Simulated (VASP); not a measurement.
# CaB2 (P6/mmm) in VASP: notebook

Runs on CaB2. Level: PBEsol. Tasks: single point.

All numbers are computed with VASP 6.6.1; they aren't measurements. Logs are shortened: lines on timing, memory, paths and dates and some standing lists are left out, and cuts for length are marked.

### 1 The cell of the first run

Symmetry: P6/mmm, No. 191, hexagonal system. The conventional cell has a = 3.209 Å, b = 3.209 Å, c = 3.679 Å, α = 90.00°, β = 90.00°, γ = 120.00°. Ca (site symmetry 6/mmm) has 12 B at 2.61 Å and 6 Ca at 3.21 Å within 3.4 Å. B (site symmetry -6m2) has 3 B at 1.85 Å within 2.5 Å.

### 2 Single point, PBEsol (strained)

Contents of INCAR:

```
SYSTEM = CaB2
ALGO     = Normal         ! electronic algorithm
EDIFF    = 1E-6           ! SCF threshold, eV
ENCUT    = 520            ! plane-wave cutoff, eV
GGA      = PS             ! functional
ISIF     = 2              ! what is computed and relaxed
ISMEAR   = 0              ! smearing method
LASPH    = .True.         ! aspherical terms in the spheres
LCHARG   = .False.        ! write CHGCAR
LREAL    = .False.        ! projectors in reciprocal space
LWAVE    = .False.        ! write WAVECAR
NBANDS   = 15             ! bands
NELM     = 60             ! most SCF steps
PREC     = Accurate       ! precision mode
SIGMA    = 0.1            ! smearing width, eV
```

Contents of KPOINTS:

```
k-points
0
Gamma
  15 15 10
  0 0 0
```

Contents of POSCAR:

```
CaB2
1.0
    3.2086849177      0.0000000000      0.0000000000
   -1.6043424588      2.7788026515      0.0000000000
    0.0000000000      0.0000000000      3.6789560640
Ca B
1 2
Direct
    0.0000000000      0.0000000000      0.0000000000
    0.3333333300      0.6666666700      0.5000000000
    0.6666666700      0.3333333300      0.5000000000
```

Potentials or basis: VASP PAW PBE potentials, release 64 (Ca_sv, B).

On the command line:

```bash
$ cat potpaw_PBE.64/Ca_sv/POTCAR potpaw_PBE.64/B/POTCAR > POTCAR
$ mpirun -np 1 vasp_std > vasp.out
```

OUTCAR:

```text
SYSTEM = CaB2
   EDIFF = 1E-6
   ENCUT = 520
   GGA = PS
   ISIF = 2
   ISMEAR = 0
   LASPH = .True.
   LREAL = .False.
   NELM = 60
   PREC = Accurate

 ion  position               nearest neighbor table
   1  0.000  0.000  0.000-   2 2.61   3 2.61   2 2.61   3 2.61   3 2.61   3 2.61   2 2.61   2 2.61
                             3 2.61   3 2.61   2 2.61   2 2.61
   2  0.333  0.667  0.500-   3 1.85   3 1.85   3 1.85   1 2.61   1 2.61   1 2.61   1 2.61   1 2.61
                             1 2.61
   3  0.667  0.333  0.500-   2 1.85   2 1.85   2 1.85   1 2.61   1 2.61   1 2.61   1 2.61   1 2.61
                             1 2.61

  LATTYP: Found a hexagonal cell.
 ALAT       =     3.2086849177
 C/A-ratio  =     1.1465619587

  Lattice vectors:

 A1 = (   3.2086849177,   0.0000000000,   0.0000000000)
 A2 = (  -1.6043424588,   2.7788026515,   0.0000000000)
 A3 = (   0.0000000000,   0.0000000000,   3.6789560640)

Analysis of symmetry for initial positions (statically):
=====================================================================
 Subroutine PRICEL returns:
 Original cell was already a primitive cell.

 Routine SETGRP: Setting up the symmetry group for a
 hexagonal supercell.

 Subroutine GETGRP returns: Found 24 space group operations
 (whereof 24 operations were pure point group operations)
 out of a pool of 24 trial point group operations.

The static configuration has the point symmetry D_6h.

Analysis of symmetry for dynamics (positions and initial velocities):
=====================================================================
 Subroutine PRICEL returns:
 Original cell was already a primitive cell.

 Routine SETGRP: Setting up the symmetry group for a
 hexagonal supercell.

 Subroutine GETGRP returns: Found 24 space group operations
 (whereof 24 operations were pure point group operations)
 out of a pool of 24 trial point group operations.

The dynamic configuration has the point symmetry D_6h.

 Subroutine INISYM returns: Found 24 space group operations
 (whereof 24 operations are pure point group operations),
 and found     1 'primitive' translations

----------------------------------------------------------------------------------------

                                     Primitive cell

  volume of cell :      32.8027

  direct lattice vectors                    reciprocal lattice vectors
     3.208684918  0.000000000  0.000000000     0.311654159  0.179933613  0.000000000
    -1.604342459  2.778802651  0.000000000     0.000000000  0.359867225  0.000000000
     0.000000000  0.000000000  3.678956064     0.000000000  0.000000000  0.271816239

  length of vectors
     3.208684918  3.208684918  3.678956064     0.359867225  0.359867225  0.271816239

  position of ions in fractional coordinates (direct lattice)
     0.000000000  0.000000000  0.000000000
     0.333333330  0.666666670  0.500000000
     0.666666670  0.333333330  0.500000000

  ion indices of the primitive-cell ions
   primitive index   ion index
                 1           1
                 2           2
                 3           3

----------------------------------------------------------------------------------------

 KPOINTS: k-points

Automatic generation of k-mesh.
 Grid dimensions read from file:
 generate k-points for:   15   15   10

 Generating k-lattice:

  Cartesian coordinates                     Fractional coordinates (reciprocal lattice)
     0.020776944  0.011995574  0.000000000     0.066666667 -0.000000000  0.000000000
     0.000000000  0.023991148  0.000000000     0.000000000  0.066666667  0.000000000
     0.000000000  0.000000000  0.027181624     0.000000000  0.000000000  0.100000000

  Length of vectors
     0.023991148  0.023991148  0.027181624

  Shift w.r.t. Gamma in fractional coordinates (k-lattice)
     0.000000000  0.000000000  0.000000000

 Subroutine IBZKPT returns following result:
 ===========================================

 Found    162 irreducible k-points:

 Following reciprocal coordinates:
            Coordinates               Weight
  0.000000  0.000000  0.000000      1.000000
  0.066667  0.000000  0.000000      6.000000
  0.133333 -0.000000  0.000000      6.000000
  0.200000  0.000000  0.000000      6.000000
  0.266667 -0.000000  0.000000      6.000000
  0.333333  0.000000  0.000000      6.000000
[... 16 lines left out ...]
  0.333333  0.200000  0.000000     12.000000
  0.400000  0.200000  0.000000      6.000000
 [... further k-points ...]
   k-points           NKPTS =    162   k-points in BZ     NKDIM =    162   number of bands    NBANDS=     15
   number of dos      NEDOS =    301   number of ions     NIONS =      3
   total plane-waves  NPLWV =  16128
   dimension x,y,z NGX =    24 NGY =   24 NGZ =   28
   dimension x,y,z NGXF=    48 NGYF=   48 NGZF=   56
   ions per type =               1   2
   NGX,Y,Z   is equivalent  to a cutoff of  12.43, 12.43, 12.65 a.u.
   NGXF,Y,Z  is equivalent  to a cutoff of  24.87, 24.87, 25.31 a.u.
 SYSTEM =  CaB2
   PREC   = accura    normal or accurate (medium, high low for compatibility)
   ISTART =      0    job   : 0-new  1-cont  2-samecut
   ICHARG =      2    charge: 1-file 2-atom 10-const
   ISPIN  =      1    spin polarized calculation?
   LNONCOLLINEAR =      F non collinear calculations
   LSORBIT =      F    spin-orbit coupling
   LASPH  =      T    aspherical Exc in radial PAW
   ENCUT  =  520.0 eV  38.22 Ry    6.18 a.u.   5.97  5.97  6.84*2*pi/ulx,y,z
   NELM   =     60;   NELMIN=  2; NELMDL= -5     # of ELM steps
   EDIFF  = 0.1E-05   stopping-criterion for ELM
   LREAL  =      F    real-space projection
   EDIFFG = 0.1E-04   stopping-criterion for IOM
   NSW    =      0    number of steps for IOM
   IBRION =     -1    ionic relax: 0-MD 1-quasi-New 2-CG
   NFREE  =      0    steps in history (QN), initial steepest desc. (CG)
   ISIF   =      2    stress and relaxation
   ISYM   =      2    0-nonsym 1-usesym 2-fastsym
   POTIM  = 0.5000    time-step for ionic-motion
   TEBEG  =    0.0;   TEEND  =   0.0 temperature during run
   PSTRESS=    0.0 pullay stress
   NELECT =      16.0000    total number of electrons
   NUPDOWN=      -1.0000    fix difference up-down
   EMIN   =  10.00;   EMAX   =-10.00  energy-range for DOS
   EFERMI =   0.00;   METHOD = LEGACY
   ISMEAR =     0;   SIGMA  =   0.10  broadening in eV -4-tet -1-fermi 0-gaus
   EFERMI_NEDOS =   21; number of points for ismear=-14 and -15
   IALGO  =     38    algorithm
   IMIX   =      4    mixing-type and parameters
     AMIX     =   0.40;   BMIX     =  1.00
     AMIX_MAG =   1.60;   BMIX_MAG =  1.00
  volume/ion in A,a.u.               =      10.93        73.79
  Fermi-wavevector in a.u.,A,eV,Ry     =   1.288680  2.435252 22.595137  1.660696
  Thomas-Fermi vector in A             =   2.420619
   LORBIT       =      0    0 simple, 1 ext, 2 COOP (PROOUT), +10 PAW based schemes
   GGA     = PS    functional components
   LHFCALC =     F    Hartree Fock is set to
   AEXX    =    0.0000 exact exchange contribution
   IVDW    =     0    specifies the selected vdW correction
   LEPSILON=     F    determine dielectric tensor
   LRPA    =     F    only Hartree local field effects (RPA)
 non-spin polarized calculation
 Gauss-broadening in eV      SIGMA  =   0.10
  energy-cutoff  :      520.00
  volume of cell :       32.80
 maximum number of plane-waves:       906
 NGX is ok and might be reduce to    24
   NGX = 11   NGY = 11   NGZ = 13

 number of electron      16.0000001 magnetization

 Free energy of the ion-electron system (eV)
  ---------------------------------------------------
  ext. energy  EPLUGINS =         0.00000000
  ---------------------------------------------------
  free energy    TOTEN  =       -16.44483793 eV

  energy without entropy =      -16.43973212  energy(sigma->0) =      -16.44228503

 E-fermi :   5.0158     XC(G=0): -11.4525

 val. band max:        5.0042451737   @ k =   0.0667   0.0000   0.0000
 cond. band min:       5.0166680864   @ k =   0.4000   0.0667   0.5000
 fundamental gap:      0.0124229127
 Fermi energy:         5.0157651767

 k-point     1 :       0.0000    0.0000    0.0000
  band No.  band energies     occupation
      1     -33.5698      2.00000
      2     -14.7512      2.00000
      3     -14.4339      2.00000
      4     -14.4339      2.00000
      5      -5.4470      2.00000
      6       4.1847      2.00000
      7       5.0626      0.50746
      8       5.0626      0.50745
      9       6.1245      0.00000
     10      11.8017      0.00000
     11      11.8017      0.00000
     12      11.8329      0.00000
     13      12.0396      0.00000
     14      12.1064      0.00000
     15      12.1064      0.00000

 k-point     2 :       0.0667    0.0000    0.0000
  band No.  band energies     occupation
      1     -33.5641      2.00000
      2     -14.7428      2.00000
      3     -14.4783      2.00000
      4     -14.4427      2.00000
      5      -5.3615      2.00000
      6       4.1650      2.00000
      7       4.7561      1.99976
      8       5.0042      1.12942
      9       6.2042      0.00000
     10      11.1509      0.00000
     11      11.4670      0.00000
     12      11.9875      0.00000
     13      12.0803      0.00000
     14      12.2671      0.00000
     15      12.5482      0.00000
[... 365 lines left out ...]
      3     -14.8263      2.00000
      4     -14.5450      2.00000
      5      -1.9926      2.00000
      6      -0.2896      2.00000
      7       1.9028      2.00000
      8       4.4391      2.00000
      9       7.0436      0.00000
     10       8.1928      0.00000
     11      10.2351      0.00000
     12      12.8099      0.00000
     13      13.6355      0.00000
     14      15.2957      0.00000
     15      15.4741      0.00000

 k-point    24 :       0.4000    0.2000    0.0000
  band No.  band energies     occupation
      1     -33.4256      2.00000
      2     -15.2531      2.00000
      3     -14.8477      2.00000
      4     -14.5379      2.00000
      5      -1.3160      2.00000
      6      -0.9988      2.00000
      7       1.8036      2.00000
      8       4.5252      2.00000
      9       6.8079      0.00000
     10       8.1340      0.00000
     11      10.7270      0.00000
     12      12.3916      0.00000
     13      13.6152      0.00000
     14      15.6879      0.00000
     15      15.8384      0.00000

 [... further k-points ...]

------------------------ aborting loop because EDIFF is reached ----------------------------------------

  FORCE on cell =-STRESS in cart. coord.  units (eV):
  Direction    XX          YY          ZZ          XY          YZ          ZX
  --------------------------------------------------------------------------------------
  -------------------------------------------------------------------------------------
  Total        0.9944835      0.9944835      5.9025977      0.0000000      0.0000000      0.0000000
  in kB       48.5734333     48.5734333    288.2998292      0.0000000      0.0000000      0.0000000
  external PRESSURE =     128.4822320 kB  Pullay stress =       0.0000000 kB

 VOLUME and BASIS-vectors are now :
 -----------------------------------------------------------------------------
  energy-cutoff  :      520.00
  volume of cell :       32.80
      direct lattice vectors                 reciprocal lattice vectors
     3.208684918  0.000000000  0.000000000     0.311654159  0.179933613  0.000000000
    -1.604342459  2.778802651  0.000000000     0.000000000  0.359867225  0.000000000
     0.000000000  0.000000000  3.678956064     0.000000000  0.000000000  0.271816239

 POSITION                                       TOTAL-FORCE (eV/Angst)
 -----------------------------------------------------------------------------------
      0.00000      0.00000      0.00000         0.000000      0.000000      0.000000
     -0.00000      1.85254      1.83948         0.000000      0.000000      0.000000
      1.60434      0.92627      1.83948        -0.000000      0.000000      0.000000
 -----------------------------------------------------------------------------------
    total drift:                                0.000000     -0.000000     -0.000000

  FREE ENERGIE OF THE ION-ELECTRON SYSTEM (eV)
  ---------------------------------------------------
  free  energy   TOTEN  =       -16.4448379300 eV

  energy  without entropy=      -16.4397321243  energy(sigma->0) =      -16.44228503
```

Run time: 49 s. Hardware: 1 thread of Intel Xeon Platinum 8488C (Sapphire Rapids), shared host; peak memory 0.2 GiB.

What came out:

* Free energy: -16.4448 eV
* Pressure: 12.8 GPa
* Band gap on the k mesh: zero (bands 8 and 9 overlap by 1.30 eV)

Caveat: the cell differs from its parent crystal (strained); the stress differs along the axes, from 5 to 29 GPa; the PAW data sets were made with another functional, which shifts forces and pressure a little.

### 3 Single point, PBEsol (strained)

Contents of INCAR:

```
PREC = Accurate
ENCUT = 520
EDIFF = 1E-7
ISMEAR = 0
SIGMA = 0.1
LREAL = False
LASPH = True
NELM = 80
ALGO = Normal
ISIF = 2
LWAVE = False
LCHARG = False
GGA = PS
NBANDS = 15
```

Contents of KPOINTS:

```
Automatic mesh
0
Gamma
  15 15 10
```

Contents of POSCAR:

```
CaB2
1.0
    3.3378389220      0.0000000000      0.0000000000
   -1.6689194610      2.8906533002      0.0000000000
    0.0000000000      0.0000000000      3.9637955258
Ca B
1 2
Direct
    0.0000000000      0.0000000000      0.0000000000
    0.3333333300      0.6666666700      0.5000000000
    0.6666666700      0.3333333300      0.5000000000
```

Potentials or basis: VASP PAW PBE potentials, release 64 (Ca_sv, B).

On the command line:

```bash
$ cat potpaw_PBE.64/Ca_sv/POTCAR potpaw_PBE.64/B/POTCAR > POTCAR
$ mpirun -np 1 vasp_std > vasp.out
```

Wall time 1.8 min (1 thread of Intel Xeon Platinum 8488C (Sapphire Rapids), shared host); peak memory 0.23 GiB.

It converged, with:

* Free energy: -16.5863 eV
* Pressure: -7.8 GPa
* Band gap on the k mesh: zero (bands 8 and 9 overlap by 1.48 eV)

Stress tensor (GPa, compression positive):
```
-12.42   0.00   0.00
  0.00 -12.42   0.00
  0.00   0.00   1.40
```

Levels at points of the mesh, in eV from the Fermi level:
| k point | band 6 | band 7 | band 8 | band 9 | band 10 | band 11 |
| --- | --- | --- | --- | --- | --- | --- |
| (0.00, 0.00, 0.00) | -1.28 | 0.17 | 0.17 | 0.83 | 5.79 | 5.80 |
| (0.00, 0.00, 0.50) | -4.41 | 0.80 | 0.80 | 3.87 | 3.87 | 4.21 |

Caveat: the cell differs from its parent crystal (strained); the stress differs along the axes, from -12 to 1 GPa; the PAW data sets were made with another functional, which shifts forces and pressure a little.

### 4 Single point, PBEsol (strained)

Contents of INCAR:

```
SYSTEM = CaB2
PREC = Accurate
ENCUT = 520
EDIFF = 1E-6
ISMEAR = 0
SIGMA = 0.1
LREAL = .FALSE.
LASPH = .TRUE.
NELM = 100
ALGO = Normal
ISIF = 2
LWAVE = .FALSE.
LCHARG = .FALSE.
GGA = PS
NBANDS = 15
```

Contents of KPOINTS:

```
regular mesh
0
G
  15 15 10
  0 0 0
```

Contents of POSCAR:

```
CaB2
1.0
    3.3097689785      0.0000000000      0.0000000000
   -1.6548844892      2.8663440160      0.0000000000
    0.0000000000      0.0000000000      4.2944744954
Ca B
1 2
Direct
    0.0000000000      0.0000000000      0.0000000000
    0.3333333300      0.6666666700      0.5000000000
    0.6666666700      0.3333333300      0.5000000000
```

On the command line:

```bash
$ cat potpaw_PBE.64/Ca_sv/POTCAR potpaw_PBE.64/B/POTCAR > POTCAR
$ mpirun -np 1 vasp_std > vasp.out
```

Run time: 83 s. Hardware: 1 thread of Intel Xeon Platinum 8488C (Sapphire Rapids), shared host; peak memory 0.24 GiB.

It converged, with:

| Item | Value |
| --- | --- |
| Free energy | -16.4933 eV |
| Pressure | -12.7 GPa |
| Band gap on the k mesh | zero (bands 8 and 9 overlap by 1.65 eV) |

Stress tensor (GPa, compression positive):
```
-11.32   0.00   0.00
  0.00 -11.32   0.00
  0.00   0.00 -15.38
```

Levels at points of the mesh, in eV from the Fermi level:
| k point | band 4 | band 5 | band 6 | band 7 | band 8 | band 9 | band 10 | band 11 | band 12 | band 13 |
| --- | --- | --- | --- | --- | --- | --- | --- | --- | --- | --- |
| (0.00, 0.00, 0.00) | -20.86 | -10.05 | -1.97 | 0.04 | 0.44 | 0.44 | 4.83 | 4.83 | 5.80 | 5.80 |
| (0.00, 0.00, 0.50) | -20.85 | -9.26 | -4.59 | 0.89 | 0.89 | 2.83 | 3.82 | 3.82 | 4.19 | 4.19 |

Caveat: the cell differs from its parent crystal (strained); the cell stands under tension; the PAW data sets were made with another functional, which shifts forces and pressure a little.

### 5 The runs side by side

```csv
cell,gap on the mesh (eV),pressure (GPa)
"a = 3.209, b = 3.209, c = 3.679 Å, angles 90.0, 90.0, 120.0°, 3 atoms",none,12.8
"a = 3.338, b = 3.338, c = 3.964 Å, angles 90.0, 90.0, 120.0°, 3 atoms",none,-7.8
"a = 3.310, b = 3.310, c = 4.294 Å, angles 90.0, 90.0, 120.0°, 3 atoms",none,-12.7
```

Alike in all rows: task single point; level PBEsol; potentials or basis VASP PAW PBE potentials, release 64 (Ca_sv, B); no spin polarisation; k mesh 15 × 15 × 10; cutoff (eV) 520; smearing gaussian 0.1 eV.

Caveats: the PAW data sets were made with another functional, which shifts forces and pressure a little; the stress differs along the axes, from 5 to 29 GPa (at least some runs); the stress differs along the axes, from -12 to 1 GPa (at least some runs); the cell stands under tension (at least some runs).

Absolute energies hang on the potentials; compare differences alone.

The gap in the log of VASP goes by the Fermi energy; the results here count the filled bands.